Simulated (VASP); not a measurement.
Wanted: the native input for a VASP 6.6.1 run.

```yaml
Task: single point
Functional: PBEsol
Potentials_or_basis: VASP PAW PBE potentials, release 64 (V_sv, Sn_d, O)
Cutoff: 520 eV
k_mesh: 4 × 4 × 3
Occupations: gaussian, width 0.05 eV
Spin: collinear spin, ferromagnetic start
Starting_moments: "[0.9, 0.0, 0.0, 0.0, -0.02, 0.0, 0.0, 0.0, -0.02, 0.0, 0.0, 0.0] μB"
Hubbard_terms: V d U = 3.0 eV
Dipole_correction: no
Further_INCAR_settings: ALGO = Normal; EDIFF = 1e-06; NBANDS = 68
```

The structure of VSn3O8 lies in POSCAR:

```
VSn3O8
1.0
    4.7373500000      0.0000000000      0.0000000000
    0.0000000000      4.7373500000      0.0000000000
    0.0000000000      0.0000000000      6.3728000000
V Sn O
1 3 8
Direct
    1.0000000000      0.0000000000      1.0000000000
    1.0000000000      0.0000000000      0.5000000000
    0.5000000000      0.5000000000      0.2450939399
    0.5000000000      0.5000000000      0.7549060601
    0.2922349315      0.2922349315      1.0000000000
    0.3075473415      0.3075473415      0.5000000000
    0.1883256379      0.8116743621      0.2370416750
    0.1883256379      0.8116743621      0.7629583250
    0.7077650685      0.7077650685      1.0000000000
    0.6924526585      0.6924526585      0.5000000000
    0.8116743621      0.1883256379      0.2370416750
    0.8116743621      0.1883256379      0.7629583250
```

These files were run (other wordings do the same):

INCAR

```
PREC = Accurate
ENCUT = 520
EDIFF = 1E-6
ISMEAR = 0
SIGMA = 0.05
LREAL = False
LASPH = True
NELM = 150
ALGO = Normal
ISIF = 2
LWAVE = False
LCHARG = True
ISPIN = 2
MAGMOM = 0.9 0 0 0 -0.02 0 0 0 -0.02 0 0 0
LORBIT = 11
LMAXMIX = 4
LDAU = True
LDAUTYPE = 2
LDAUL = 2 -1 -1
LDAUU = 3 0 0
LDAUJ = 0 0 0
LDAUPRINT = 1
GGA = PS
LELF = True
LVHAR = True
NBANDS = 68
```

KPOINTS

```
Automatic mesh
0
Gamma
  4 4 3
```

Potentials or basis: VASP PAW PBE potentials, release 64 (V_sv, Sn_d, O).

Launch:

```sh
$ cat potpaw_PBE.64/V_sv/POTCAR potpaw_PBE.64/Sn_d/POTCAR potpaw_PBE.64/O/POTCAR > POTCAR
$ mpirun -np 1 vasp_std > vasp.out
```

Results of the run:

```yaml
Pressure: -4.6 GPa
Largest_force: 0.139 eV/Å
Band_gap_on_the_k_mesh: 1.81 eV
Net_moment: 1.00 μB per cell
Site_moments: V +1.03; Sn +0.03, +0.01 (each value once); O -0.02, +0.01 (each value once) μB
Valence_electrons_inside_the_program's_atomic_spheres: V 11.30; Sn 12.29, 12.30 (each value once); O 5.02, 5.03, 5.01 (each value once)
```

Caveat: the cell stands under tension; the PAW data sets were made with another functional, which shifts forces and pressure a little; spin-orbit coupling is left out, which moves the levels of the heavy elements.

It took 7.3 min on 1 thread of Intel Xeon 8259CL (shared host), peak memory 0.4 GiB.
